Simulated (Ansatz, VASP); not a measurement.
## BeS in VASP and in Ansatz

File INCAR:

```
PREC     = Accurate       # precision mode
ENCUT    = 600            # plane-wave cutoff, eV
EDIFF    = 1E-6           # SCF threshold, eV
ISMEAR   = 0              # smearing method
SIGMA    = 0.01           # smearing width, eV
LREAL    = False          # projectors in reciprocal space
LASPH    = True           # aspherical terms in the spheres
NELM     = 120            # most SCF steps
ALGO     = Normal         # electronic algorithm
ISIF     = 2              # what is computed and relaxed
LWAVE    = False          # write WAVECAR
LCHARG   = False          # write CHGCAR
GGA      = PS             # functional
NBANDS   = 11             # bands
GGA_COMPAT= False
```

Contents of KPOINTS:

```
Automatic mesh
0
Gamma
  4 4 4
```

The input POSCAR:

```
BeS
1.0
    0.0000000000      2.3172971951      2.3172971951
    2.3172971951      0.0000000000      2.3172971951
    2.3172971951      2.3172971951      0.0000000000
Be S
1 1
Direct
    0.0000000000      0.0000000000      0.0000000000
    0.5000000000      0.5000000000      0.5000000000
```

Input for Ansatz:

```yaml
crystal:
  lattice:
    - [0.0, 2.3172971951, 2.3172971951]
    - [2.3172971951, 0.0, 2.3172971951]
    - [2.3172971951, 2.3172971951, 0.0]
  atoms:
    - { symbol: Be, position: [0.0, 0.0, 0.0] }
    - { symbol: S, position: [0.5, 0.5, 0.5] }
kpoints:
  mp_grid: { grid: [4, 4, 4] }
hamiltonian:
  xc: pbesol
scf:
  occupations: { method: fixed }
output:
  optics:
    e_range: [0, 30]
    de: 0.2
    sigma: 0.25
    scissors: 1.5
    scheme: fermi_dirac
    bands: scf
```

Alike in both runs: task single point; functional PBEsol; k mesh 4 × 4 × 4; no spin polarisation.

```csv
,VASP,Ansatz
version,VASP 6.6.1,Ansatz 0.2.0
potentials or method,"VASP PAW PBE potentials, release 64 (Be, S)","plane waves, PAW"
plane-wave cutoff (eV),600,420
occupations,"gaussian, width 0.01 eV",fixed
valence electrons in the cell,8,8
```

Ansatz gave:

```
gap on the k mesh at the Fermi level (eV) : 1.19
```

**Question.** Estimate VASP's values.

**Answer.** gap on the k mesh at the Fermi level (eV): 1.21.

VASP's potentials were made for PBE, not for PBEsol.

The k mesh is coarse, so the values compare programs but aren't converged.
